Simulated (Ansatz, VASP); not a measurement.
# One calculation of LiH, two programs

```
Li H
1.0
     0.00000    2.14485    2.14485
     2.14485    0.00000    2.14485
     2.14485    2.14485    0.00000
Li H
1 1
Direct
  0.00000 0.00000 0.00000
  0.25000 0.25000 0.25000
```

Alike in both runs: task electric field gradients; functional PBE; k mesh 13 × 13 × 13; occupations fermi-dirac, width 0.05 eV; no spin polarisation.

|  | VASP | Ansatz |
| --- | --- | --- |
| version | VASP 6.6.1 | Ansatz 0.2.0 |
| potentials or method | VASP PAW PBE potentials, release 64 (Li_sv, H), cutoff 520 eV | all-electron PAW with datasets made for the crystal, scalar-relativistic |

```csv
,VASP,Ansatz,Ansatz less VASP
gap on the k mesh at the Fermi level (eV),4.33,4.33,-0.006
```

Ansatz ran all-electron here, and VASP with PAW potentials.

Noted on VASP's run: the cutoff is short for stress, so the pressure is rough.
